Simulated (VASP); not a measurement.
# AlBC (Cmcm) in VASP: further runs

AlBC is run at these levels: r2SCAN; tasks: single point.

Program: VASP 6.6.1. These are calculated values, not measurements. Logs are shortened: lines on timing, memory, paths and dates and some standing lists are left out, and cuts for length are marked.

## Step 1: The cell of the first run

It takes space group Cmcm (No. 63, orthorhombic). The conventional cell has a = 2.901 Å, b = 12.600 Å, c = 2.811 Å, α = 90.00°, β = 90.00°, γ = 90.00°. Within 3.0 Å of C (site symmetry m2m) lie 6 B at 2.13 to 2.15 Å and 5 Al at 2.45 to 2.65 Å and 6 C at 2.67 to 2.90 Å. Within 2.7 Å of Al (site symmetry m2m) lie 1 B at 2.07 Å and 4 Al at 2.39 Å and 5 C at 2.45 to 2.65 Å. Within 2.2 Å of B (site symmetry m2m) lie 2 B at 1.67 Å and 1 Al at 2.07 Å and 6 C at 2.13 to 2.15 Å.

## Step 2: Single point, r2SCAN

The input, POSCAR:

```
AlBC
1.0
    2.9010230000      0.0000000000      0.0000000000
    1.4505110000     -6.3001830000      0.0000000000
    0.0000000000      0.0000000000     -2.8107740000
C Al B
2 2 2
Direct
    0.9100200000      0.1799600000      0.7500000000
    0.0899800000      0.8200400000      0.2500000000
    0.3005800000      0.3988400000      0.2500000000
    0.6994200000      0.6011600000      0.7500000000
    0.4645000000      0.0710000000      0.2500000000
    0.5355000000      0.9290000000      0.7500000000
```

The input, INCAR.step1:

```
PREC = Accurate ; ENCUT = 520
ISMEAR = -1 ; SIGMA = 0.064
LREAL = F ; LASPH = T
NELM = 60 ; NBANDS = 19
GGA = PE ; ALGO = Normal
EDIFF = 1E-4 ; LWAVE = T
LCHARG = F
```

The input, INCAR.step2:

```
PREC = Accurate ; ENCUT = 520
EDIFF = 1E-6 ; ISMEAR = -1
SIGMA = 0.064 ; LREAL = F
LASPH = T ; NELM = 60
ALGO = Normal ; ISIF = 2
LWAVE = F ; LCHARG = F
METAGGA = R2SCAN ; LMIXTAU = T
NBANDS = 19 ; ISTART = 1
```

The input, KPOINTS:

```
Automatic mesh
0
Gamma
  6 6 6
```

Potentials or basis: VASP PAW PBE potentials, release 64 (C, Al, B).

Launch:

```bash
cat potpaw_PBE.64/C/POTCAR potpaw_PBE.64/Al/POTCAR potpaw_PBE.64/B/POTCAR > POTCAR
cp INCAR.step1 INCAR
mpirun -np 1 vasp_std > vasp.out
cp INCAR.step2 INCAR
mpirun -np 1 vasp_std > vasp.out
```

OUTCAR:

```text
PREC = Accurate
   ENCUT = 520
   EDIFF = 1E-6
   ISMEAR = -1
   LREAL = F
   LASPH = T
   NELM = 60
   ISIF = 2
   METAGGA = R2SCAN
   ISTART = 1

 ion  position               nearest neighbor table
   1  0.910  0.180  0.750-   3 2.45   3 2.45   3 2.45   3 2.45   4 2.65
   2  0.090  0.820  0.250-   4 2.45   4 2.45   4 2.45   4 2.45   3 2.65
   3  0.301  0.399  0.250-   5 2.07   4 2.39   4 2.39   4 2.39   4 2.39   1 2.45   1 2.45   1 2.45
                             1 2.45   2 2.65
   4  0.699  0.601  0.750-   6 2.07   3 2.39   3 2.39   3 2.39   3 2.39   2 2.45   2 2.45   2 2.45
                             2 2.45   1 2.65
   5  0.465  0.071  0.250-   6 1.67   6 1.67   3 2.07
   6  0.535  0.929  0.750-   5 1.67   5 1.67   4 2.07

  LATTYP: Found a base centered orthorhombic cell.
 ALAT       =     2.9010230000
 B/A-ratio  =     4.3434216137
 C/A-ratio  =     0.9688906293

  Lattice vectors:

 A1 = (   1.4505120000,   6.3001830000,   0.0000000000)
 A2 = (   1.4505110000,  -6.3001830000,   0.0000000000)
 A3 = (   0.0000000000,   0.0000000000,  -2.8107740000)

Analysis of symmetry for initial positions (statically):
=====================================================================
 Subroutine PRICEL returns:
 Original cell was already a primitive cell.

 Routine SETGRP: Setting up the symmetry group for a
 base centered orthorhombic supercell.

 Subroutine GETGRP returns: Found  8 space group operations
 (whereof  4 operations were pure point group operations)
 out of a pool of  8 trial point group operations.

The static configuration has the point symmetry C_2h.
 The point group associated with its full space group is D_2h.

Analysis of symmetry for dynamics (positions and initial velocities):
=====================================================================
 Subroutine PRICEL returns:
 Original cell was already a primitive cell.

 Routine SETGRP: Setting up the symmetry group for a
 base centered orthorhombic supercell.

 Subroutine GETGRP returns: Found  8 space group operations
 (whereof  4 operations were pure point group operations)
 out of a pool of  8 trial point group operations.

The dynamic configuration has the point symmetry C_2h.
 The point group associated with its full space group is D_2h.

 Subroutine INISYM returns: Found  8 space group operations
 (whereof  4 operations are pure point group operations),
 and found     1 'primitive' translations

----------------------------------------------------------------------------------------

                                     Primitive cell

  volume of cell :      51.3724

  direct lattice vectors                    reciprocal lattice vectors
     2.901023000  0.000000000  0.000000000     0.344705988  0.079362747  0.000000000
     1.450511000 -6.300183000  0.000000000     0.000000000 -0.158725548  0.000000000
     0.000000000  0.000000000 -2.810774000     0.000000000  0.000000000 -0.355773890

  length of vectors
     2.901023000  6.465004872  2.810774000     0.353723994  0.158725548  0.355773890

  position of ions in fractional coordinates (direct lattice)
     0.910020000  0.179960000  0.750000000
     0.089980000  0.820040000  0.250000000
     0.300580000  0.398840000  0.250000000
     0.699420000  0.601160000  0.750000000
     0.464500000  0.071000000  0.250000000
     0.535500000  0.929000000  0.750000000

  ion indices of the primitive-cell ions
   primitive index   ion index
                 1           1
                 2           2
                 3           3
                 4           4
                 5           5
                 6           6

----------------------------------------------------------------------------------------

 KPOINTS: Automatic mesh

Automatic generation of k-mesh.
 Grid dimensions read from file:
 generate k-points for:    6    6    6

 Generating k-lattice:

  Cartesian coordinates                     Fractional coordinates (reciprocal lattice)
     0.057450998  0.013227124  0.000000000     0.166666667  0.000000000  0.000000000
     0.000000000 -0.026454258  0.000000000     0.000000000  0.166666667  0.000000000
     0.000000000  0.000000000 -0.059295648     0.000000000  0.000000000  0.166666667

  Length of vectors
     0.058953999  0.026454258  0.059295648

  Shift w.r.t. Gamma in fractional coordinates (k-lattice)
     0.000000000  0.000000000  0.000000000

 Subroutine IBZKPT returns following result:
 ===========================================

 Found     52 irreducible k-points:

 Following reciprocal coordinates:
            Coordinates               Weight
  0.000000  0.000000  0.000000      1.000000
  0.166667  0.000000  0.000000      4.000000
  0.333333  0.000000  0.000000      4.000000
  0.500000  0.000000  0.000000      2.000000
  0.000000  0.166667  0.000000      2.000000
  0.333333  0.166667  0.000000      2.000000
[... 16 lines left out ...]
  0.000000  0.333333  0.166667      4.000000
 -0.333333  0.333333  0.166667      4.000000
 [... further k-points ...]
   k-points           NKPTS =     52   k-points in BZ     NKDIM =     52   number of bands    NBANDS=     19
   number of dos      NEDOS =    301   number of ions     NIONS =      6
   total plane-waves  NPLWV =  27648
   dimension x,y,z NGX =    24 NGY =   48 NGZ =   24
   dimension x,y,z NGXF=    48 NGYF=   96 NGZF=   48
   ions per type =               2   2   2
   NGX,Y,Z   is equivalent  to a cutoff of  13.75, 12.34, 14.20 a.u.
   NGXF,Y,Z  is equivalent  to a cutoff of  27.51, 24.69, 28.39 a.u.
 SYSTEM =  unknown system
   PREC   = accura    normal or accurate (medium, high low for compatibility)
   ISTART =      1    job   : 0-new  1-cont  2-samecut
   ICHARG =      0    charge: 1-file 2-atom 10-const
   ISPIN  =      1    spin polarized calculation?
   LNONCOLLINEAR =      F non collinear calculations
   LSORBIT =      F    spin-orbit coupling
   LASPH  =      T    aspherical Exc in radial PAW
   ENCUT  =  520.0 eV  38.22 Ry    6.18 a.u.   5.39 12.02  5.23*2*pi/ulx,y,z
   NELM   =     60;   NELMIN=  2; NELMDL=  0     # of ELM steps
   EDIFF  = 0.1E-05   stopping-criterion for ELM
   LREAL  =      F    real-space projection
   EDIFFG = 0.1E-04   stopping-criterion for IOM
   NSW    =      0    number of steps for IOM
   IBRION =     -1    ionic relax: 0-MD 1-quasi-New 2-CG
   NFREE  =      0    steps in history (QN), initial steepest desc. (CG)
   ISIF   =      2    stress and relaxation
   ISYM   =      2    0-nonsym 1-usesym 2-fastsym
   POTIM  = 0.5000    time-step for ionic-motion
   TEBEG  =    0.0;   TEEND  =   0.0 temperature during run
   PSTRESS=    0.0 pullay stress
   NELECT =      20.0000    total number of electrons
   NUPDOWN=      -1.0000    fix difference up-down
   EMIN   =  10.00;   EMAX   =-10.00  energy-range for DOS
   EFERMI =   0.00;   METHOD = LEGACY
   ISMEAR =    -1;   SIGMA  =   0.06  broadening in eV -4-tet -1-fermi 0-gaus
   EFERMI_NEDOS =   21; number of points for ismear=-14 and -15
   IALGO  =     38    algorithm
   IMIX   =      4    mixing-type and parameters
     AMIX     =   0.40;   BMIX     =  1.00
     AMIX_MAG =   1.60;   BMIX_MAG =  1.00
  volume/ion in A,a.u.               =       8.56        57.78
  Fermi-wavevector in a.u.,A,eV,Ry     =   1.195386  2.258952 19.442006  1.428947
  Thomas-Fermi vector in A             =   2.331352
   LORBIT       =      0    0 simple, 1 ext, 2 COOP (PROOUT), +10 PAW based schemes
   METAGGA = R2SCAN    functional components
   LHFCALC =     F    Hartree Fock is set to
   AEXX    =    0.0000 exact exchange contribution
   IVDW    =     0    specifies the selected vdW correction
   LEPSILON=     F    determine dielectric tensor
   LRPA    =     F    only Hartree local field effects (RPA)
 non-spin polarized calculation
  energy-cutoff  :      520.00
  volume of cell :       51.37
 maximum number of plane-waves:      1402
 NGX is ok and might be reduce to    24
   NGX = 11   NGY = 25   NGZ = 11

 number of electron      20.0000000 magnetization

 Free energy of the ion-electron system (eV)
  ---------------------------------------------------
  ext. energy  EPLUGINS =         0.00000000
  ---------------------------------------------------
  free energy    TOTEN  =       -36.89982725 eV

  energy without entropy =      -36.87176108  energy(sigma->0) =      -36.88579416

 E-fermi :   9.6215     XC(G=0): -12.8229

 val. band max:        9.5805765561   @ k =  -0.1667   0.3333   0.0000
 cond. band min:       9.6221843342   @ k =  -0.3333   0.3333   0.3333
 fundamental gap:      0.0416077781
 Fermi energy:         9.6215000785

 k-point     1 :       0.0000    0.0000    0.0000
  band No.  band energies     occupation
      1      -8.2043      2.00000
      2      -4.7743      2.00000
      3      -2.6231      2.00000
      4       5.2057      2.00000
      5       5.2234      2.00000
      6       5.2683      2.00000
[... 11 lines left out ...]
     18      16.8048      0.00000
     19      19.5226      0.00000

 k-point     2 :       0.1667    0.0000    0.0000
  band No.  band energies     occupation
      1      -7.7572      2.00000
      2      -4.4400      2.00000
      3      -2.0053      2.00000
      4       2.3788      2.00000
      5       5.0776      2.00000
      6       5.5682      2.00000
[... 11 lines left out ...]
     18      17.4787      0.00000
     19      19.0155      0.00000

 k-point     3 :       0.3333    0.0000    0.0000
  band No.  band energies     occupation
      1      -6.4379      2.00000
      2      -3.3898      2.00000
      3      -1.2971      2.00000
      4      -0.0721      2.00000
      5       1.8486      2.00000
      6       5.4767      2.00000
[... 11 lines left out ...]
     18      18.2121      0.00000
     19      18.9935      0.00000

 k-point     4 :       0.5000    0.0000    0.0000
  band No.  band energies     occupation
      1      -4.6909      2.00000
      2      -3.7203      2.00000
      3      -2.1533      2.00000
      4      -0.2887      2.00000
      5       2.1959      2.00000
      6       3.1456      2.00000
[... 11 lines left out ...]
     18      18.3494      0.00000
     19      18.5623      0.00000

 k-point     5 :       0.0000    0.1667    0.0000
  band No.  band energies     occupation
      1      -8.1621      2.00000
      2      -5.0896      2.00000
      3      -2.0865      2.00000
      4       3.8556      2.00000
      5       5.2129      2.00000
      6       5.2738      2.00000
[... 11 lines left out ...]
     18      16.9235      0.00000
     19      18.8984      0.00000
[... 334 lines left out ...]
      2      -3.3672      2.00000
      3      -0.9000      2.00000
      4       1.3876      2.00000
      5       2.5193      2.00000
      6       4.0447      2.00000
[... 11 lines left out ...]
     18      17.9567      0.00000
     19      18.8340      0.00000

 k-point    22 :      -0.1667    0.1667    0.1667
  band No.  band energies     occupation
      1      -7.2437      2.00000
      2      -4.4624      2.00000
      3      -0.6749      2.00000
      4       2.5888      2.00000
      5       3.2945      2.00000
      6       4.3075      2.00000
[... 11 lines left out ...]
     18      18.2365      0.00000
     19      19.6016      0.00000

 k-point    23 :       0.0000    0.3333    0.1667
  band No.  band energies     occupation
      1      -7.6303      2.00000
      2      -5.1085      2.00000
      3      -0.5209      2.00000
      4       2.2867      2.00000
      5       3.2932      2.00000
      6       5.6640      2.00000
[... 11 lines left out ...]
     18      17.7143      0.00000
     19      17.8453      0.00000

 k-point    24 :      -0.3333    0.3333    0.1667
  band No.  band energies     occupation
      1      -5.8734      2.00000
      2      -3.5343      2.00000
      3      -0.9137      2.00000
      4       2.3899      2.00000
      5       2.6903      2.00000
      6       3.0250      2.00000
[... 11 lines left out ...]
     18      17.9528      0.00000
     19      18.8537      0.00000

 [... further k-points ...]

------------------------ aborting loop because EDIFF is reached ----------------------------------------

  FORCE on cell =-STRESS in cart. coord.  units (eV):
  Direction    XX          YY          ZZ          XY          YZ          ZX
  --------------------------------------------------------------------------------------
  -------------------------------------------------------------------------------------
  Total       -2.6842478     11.8775683      5.7642589      0.0000009      0.0000000      0.0000000
  in kB      -83.7149315    370.4314514    179.7727221      0.0000294      0.0000000      0.0000000
  external PRESSURE =     155.4964140 kB  Pullay stress =       0.0000000 kB

 VOLUME and BASIS-vectors are now :
 -----------------------------------------------------------------------------
  energy-cutoff  :      520.00
  volume of cell :       51.37
      direct lattice vectors                 reciprocal lattice vectors
     2.901023000  0.000000000  0.000000000     0.344705988  0.079362747  0.000000000
     1.450511000 -6.300183000  0.000000000     0.000000000 -0.158725548  0.000000000
     0.000000000  0.000000000 -2.810774000     0.000000000  0.000000000 -0.355773890

 POSITION                                       TOTAL-FORCE (eV/Angst)
 -----------------------------------------------------------------------------------
      2.90102     -1.13378     -2.10808        -0.000000     -0.458698      0.000000
      1.45051     -5.16640     -0.70269         0.000000      0.458698      0.000000
      1.45051     -2.51276     -0.70269         0.000000      2.551912     -0.000000
      2.90102     -3.78742     -2.10808        -0.000000     -2.551912      0.000000
      1.45051     -0.44731     -0.70269         0.000000      0.367907      0.000000
      2.90102     -5.85287     -2.10808        -0.000000     -0.367907      0.000000
 -----------------------------------------------------------------------------------
    total drift:                                0.000000      0.000000      0.000000

  FREE ENERGIE OF THE ION-ELECTRON SYSTEM (eV)
  ---------------------------------------------------
  free  energy   TOTEN  =       -36.8998272456 eV

  energy  without entropy=      -36.8717610817  energy(sigma->0) =      -36.88579416
```

It took 2 min on 1 thread of Intel Xeon Platinum 8259CL at 2.50GHz (Skylake/Cascade Lake), shared host; peak memory 0.19 GiB.

What came out:

```yaml
Free_energy: -36.8998 eV
Pressure: 15.5 GPa
Largest_force: 2.552 eV/Å
Band_gap_on_the_k_mesh: zero (bands 10 and 11 overlap by 3.60 eV)
```

Forces on the atoms (eV/Å):
```
C    0.000 -0.459  0.000
C    0.000  0.459  0.000
Al   0.000  2.552  0.000
Al   0.000 -2.552  0.000
B    0.000  0.368  0.000
B    0.000 -0.368  0.000
```

Stress tensor (GPa, compression positive):
```
-8.37  0.00  0.00
 0.00 37.04  0.00
 0.00  0.00 17.98
```

Caveat: the k points lie up to 0.37 Å⁻¹ apart, too coarse for converged energies and pressures of a metal; the PAW data sets were made with another functional, which shifts forces and pressure a little.

(Continued in part 2 of 2.)
